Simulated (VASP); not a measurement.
Co:

```
Co
1.0
     0.00000    1.79935    1.79935
     1.79935    0.00000    1.79935
     3.59870    3.59870    0.00000
Co
2
Direct
  0.00000 0.00000 0.00000
  0.00000 0.00000 0.50000
```

This isn't the form of Co at room conditions, which is hcp.

Base run:

| Item | Value |
| --- | --- |
| Program | VASP 6.6.1 |
| Functional | PBE |
| Potentials or basis | VASP PAW PBE potentials, release 64 (Co) |
| Cutoff | 520 eV |
| k mesh | 12 × 12 × 6 |
| Occupations | fermi-dirac, width 0.05 eV |
| Spin | collinear spin, ferromagnetic start |
| Starting moments | [1.98, 1.98] μB |

Its results: pressure -11.7 GPa; net moment 3.43 μB per cell; site moments Co +1.75 μB.

Problem. The run is repeated on the same cell with these changes: spin from collinear spin, ferromagnetic start to collinear spin, antiferromagnetic start; moments at the start from [1.98, 1.98] to [3.0, -3.0]. What comes out?

Solution. Pressure -15.8 GPa; net moment 0.00 μB per cell; site moments Co +1.28, -1.28 μB.

Caveats: the cell stands under tension.
